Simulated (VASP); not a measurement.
# Ir (Fm-3m) in VASP: single point with PBEsol

Aim: the single point of Ir with PBEsol.

Everything below comes from runs of VASP 6.6.1. Logs are shortened: lines on timing, memory, paths and dates and some standing lists are left out, and cuts for length are marked.

## (1) The cell of the first run

Symmetry: Fm-3m, No. 225, cubic system. Conventional cell: a = 3.830 Å, b = 3.830 Å, c = 3.830 Å, α = 90.00°, β = 90.00°, γ = 90.00°. Within 3.6 Å of Ir (site symmetry m-3m) lie 12 Ir at 2.71 Å.

## (2) Single point, PBEsol

Input file INCAR:

```
SYSTEM = Ir
PREC     = Accurate       ! precision mode
ENCUT    = 560            ! plane-wave cutoff, eV
EDIFF    = 1E-6           ! SCF threshold, eV
ISMEAR   = 0              ! smearing method
SIGMA    = 0.1            ! smearing width, eV
LREAL    = .FALSE.        ! projectors in reciprocal space
LASPH    = .TRUE.         ! aspherical terms in the spheres
NELM     = 120            ! most SCF steps
ALGO     = Normal         ! electronic algorithm
ISIF     = 2              ! what is computed and relaxed
LWAVE    = .FALSE.        ! write WAVECAR
LCHARG   = .FALSE.        ! write CHGCAR
GGA      = PS             ! functional
NBANDS   = 14             ! bands
GGA_COMPAT= .FALSE.
```

Input file KPOINTS:

```
regular mesh
0
G
  24 24 24
  0 0 0
```

Input file POSCAR:

```
Ir
1.0
    0.0000000000      1.9151838710      1.9151838710
    1.9151838710      0.0000000000      1.9151838710
    1.9151838710      1.9151838710      0.0000000000
Ir
1
Direct
    0.0000000000      0.0000000000      0.0000000000
```

Potentials or basis: VASP PAW PBE potentials, release 64 (Ir_sv_GW).

Run with:

```console
> cat potpaw_PBE.64/Ir_sv_GW/POTCAR > POTCAR
> mpirun -np 1 vasp_std > vasp.out
```

OUTCAR:

```text
SYSTEM = Ir
   PREC = Accurate
   ENCUT = 560
   EDIFF = 1E-6
   ISMEAR = 0
   LREAL = .FALSE.
   LASPH = .TRUE.
   NELM = 120
   ISIF = 2
   GGA = PS

 ion  position               nearest neighbor table
   1  0.000  0.000  0.000-

  LATTYP: Found a face centered cubic cell.
 ALAT       =     3.8303677420

  Lattice vectors:

 A1 = (   0.0000000000,   1.9151838710,   1.9151838710)
 A2 = (   1.9151838710,   0.0000000000,   1.9151838710)
 A3 = (   1.9151838710,   1.9151838710,   0.0000000000)

Analysis of symmetry for initial positions (statically):
=====================================================================
 Subroutine PRICEL returns:
 Original cell was already a primitive cell.

 Routine SETGRP: Setting up the symmetry group for a
 face centered cubic supercell.

 Subroutine GETGRP returns: Found 48 space group operations
 (whereof 48 operations were pure point group operations)
 out of a pool of 48 trial point group operations.

The static configuration has the point symmetry O_h .

Analysis of symmetry for dynamics (positions and initial velocities):
=====================================================================
 Subroutine PRICEL returns:
 Original cell was already a primitive cell.

 Routine SETGRP: Setting up the symmetry group for a
 face centered cubic supercell.

 Subroutine GETGRP returns: Found 48 space group operations
 (whereof 48 operations were pure point group operations)
 out of a pool of 48 trial point group operations.

The dynamic configuration has the point symmetry O_h .

 Subroutine INISYM returns: Found 48 space group operations
 (whereof 48 operations are pure point group operations),
 and found     1 'primitive' translations

----------------------------------------------------------------------------------------

                                     Primitive cell

  volume of cell :      14.0495

  direct lattice vectors                    reciprocal lattice vectors
     0.000000000  1.915183871  1.915183871    -0.261071539  0.261071539  0.261071539
     1.915183871  0.000000000  1.915183871     0.261071539 -0.261071539  0.261071539
     1.915183871  1.915183871  0.000000000     0.261071539  0.261071539 -0.261071539

  length of vectors
     2.708479005  2.708479005  2.708479005     0.452189169  0.452189169  0.452189169

  position of ions in fractional coordinates (direct lattice)
     0.000000000  0.000000000  0.000000000

[... 76 lines left out ...]
   LREAL  =      F    real-space projection
[... 7 lines left out ...]
   TEBEG  =    0.0;   TEEND  =   0.0 temperature during run
   PSTRESS=    0.0 pullay stress
   NELECT =      17.0000    total number of electrons
   NUPDOWN=      -1.0000    fix difference up-down
   EMIN   =  10.00;   EMAX   =-10.00  energy-range for DOS
   EFERMI =   0.00;   METHOD = LEGACY
   ISMEAR =     0;   SIGMA  =   0.10  broadening in eV -4-tet -1-fermi 0-gaus
   EFERMI_NEDOS =   21; number of points for ismear=-14 and -15
   IALGO  =     38    algorithm
   IMIX   =      4    mixing-type and parameters
     AMIX     =   0.40;   BMIX     =  1.00
     AMIX_MAG =   1.60;   BMIX_MAG =  1.00
  volume/ion in A,a.u.               =      14.05        94.81
  Fermi-wavevector in a.u.,A,eV,Ry     =   1.744499  3.296625 41.406282  3.043276
  Thomas-Fermi vector in A             =   2.816367
   LORBIT       =      0    0 simple, 1 ext, 2 COOP (PROOUT), +10 PAW based schemes
   GGA     = PS    functional components
   LHFCALC =     F    Hartree Fock is set to
   AEXX    =    0.0000 exact exchange contribution
   IVDW    =     0    specifies the selected vdW correction
   LEPSILON=     F    determine dielectric tensor
   LRPA    =     F    only Hartree local field effects (RPA)
 non-spin polarized calculation
 Gauss-broadening in eV      SIGMA  =   0.10
  energy-cutoff  :      560.00
  volume of cell :       14.05
 maximum number of plane-waves:       444
 NGX is ok and might be reduce to    24
   NGX = 11   NGY = 11   NGZ = 11

 number of electron      17.0000000 magnetization

 Free energy of the ion-electron system (eV)
  ---------------------------------------------------
  ext. energy  EPLUGINS =         0.00000000
  ---------------------------------------------------
  free energy    TOTEN  =       -10.40076096 eV

  energy without entropy =      -10.39618334  energy(sigma->0) =      -10.39847215

 E-fermi :  12.8756     XC(G=0): -14.7503

 val. band max:       12.8726835827   @ k =   0.4167   0.0833   0.0417
 cond. band min:      12.8793218987   @ k =  -0.3750   0.1250   0.0000
 fundamental gap:      0.0066383160
 Fermi energy:        12.8756226411

 k-point     1 :       0.0000    0.0000    0.0000
  band No.  band energies     occupation
      1     -80.1724      2.00000
      2     -36.5481      2.00000
      3     -36.5481      2.00000
      4     -36.5481      2.00000
      5       1.6231      2.00000
      6       8.9348      2.00000
      7       8.9348      2.00000
      8       8.9348      2.00000
      9      11.6771      2.00000
     10      11.6771      2.00000
     11      26.4373      0.00000
     12      31.9803      0.00000
     13      31.9803      0.00000
     14      31.9803      0.00000
[... 377 lines left out ...]
      1     -80.1069      2.00000
      2     -37.3284      2.00000
      3     -36.6653      2.00000
      4     -36.6649      2.00000
      5       4.7382      2.00000
      6       8.8016      2.00000
      7       8.9405      2.00000
      8      11.2537      2.00000
      9      13.7431      0.00000
     10      13.8510      0.00000
     11      20.8140      0.00000
     12      26.4168      0.00000
     13      32.0942      0.00000
     14      32.4511      0.00000

 [... further k-points ...]

------------------------ aborting loop because EDIFF is reached ----------------------------------------

  FORCE on cell =-STRESS in cart. coord.  units (eV):
  Direction    XX          YY          ZZ          XY          YZ          ZX
  --------------------------------------------------------------------------------------
  -------------------------------------------------------------------------------------
  Total       -0.1669741     -0.1669741     -0.1669741      0.0000000     -0.0000000      0.0000000
  in kB      -19.0413749    -19.0413749    -19.0413749      0.0000000     -0.0000000      0.0000000
  external PRESSURE =     -19.0413749 kB  Pullay stress =       0.0000000 kB

 VOLUME and BASIS-vectors are now :
 -----------------------------------------------------------------------------
  energy-cutoff  :      560.00
  volume of cell :       14.05
      direct lattice vectors                 reciprocal lattice vectors
     0.000000000  1.915183871  1.915183871    -0.261071539  0.261071539  0.261071539
     1.915183871  0.000000000  1.915183871     0.261071539 -0.261071539  0.261071539
     1.915183871  1.915183871  0.000000000     0.261071539  0.261071539 -0.261071539

 POSITION                                       TOTAL-FORCE (eV/Angst)
 -----------------------------------------------------------------------------------
      0.00000      0.00000      0.00000         0.000000      0.000000      0.000000
 -----------------------------------------------------------------------------------
    total drift:                                0.000000      0.000000     -0.000000

  FREE ENERGIE OF THE ION-ELECTRON SYSTEM (eV)
  ---------------------------------------------------
  free  energy   TOTEN  =       -10.4007609649 eV

  energy  without entropy=      -10.3961833358  energy(sigma->0) =      -10.39847215
```

OSZICAR:

```text
N       E                     dE             d eps       ncg     rms          rms(c)
DAV:   1     0.117532418985E+03    0.11753E+03   -0.11954E+04 11852   0.134E+03
DAV:   2    -0.987281160749E+01   -0.12741E+03   -0.12212E+03 14678   0.405E+02
DAV:   3    -0.116374721434E+02   -0.17647E+01   -0.17592E+01 12620   0.452E+01
DAV:   4    -0.116401963756E+02   -0.27242E-02   -0.27241E-02 13916   0.218E+00
DAV:   5    -0.116402019878E+02   -0.56123E-05   -0.56111E-05 12686   0.933E-02    0.749E+01
DAV:   6    -0.105122005622E+02    0.11280E+01   -0.14934E+00 12074   0.131E+01    0.407E+01
DAV:   7    -0.104210198482E+02    0.91181E-01   -0.45606E-01 13262   0.669E+00    0.736E+00
DAV:   8    -0.104009149164E+02    0.20105E-01   -0.72808E-02 11660   0.335E+00    0.854E-01
DAV:   9    -0.104009018646E+02    0.13052E-04   -0.87931E-04 13040   0.356E-01    0.308E-01
DAV:  10    -0.104007621822E+02    0.13968E-03   -0.23676E-04 12590   0.224E-01    0.251E-01
DAV:  11    -0.104007608786E+02    0.13035E-05   -0.62686E-06 13196   0.325E-02    0.494E-02
DAV:  12    -0.104007609649E+02   -0.86282E-07   -0.20244E-07  6154   0.502E-03
   1 F= -.10400761E+02 E0= -.10398472E+02  d E =-.457763E-02
```

Wall time 59 s (1 thread of Intel Xeon Platinum 8259CL at 2.50GHz (Skylake/Cascade Lake), shared host); peak memory 0.23 GiB.

Results:

| Quantity | Value |
| --- | --- |
| Free energy | -10.4008 eV |
| Pressure | -1.9 GPa |
| Band gap on the k mesh | zero (an odd number of electrons rules out a gap without spin polarisation) |

Caveat: the PAW data sets were made with another functional, which shifts forces and pressure a little; spin-orbit coupling is left out, which moves the levels of the heavy elements.
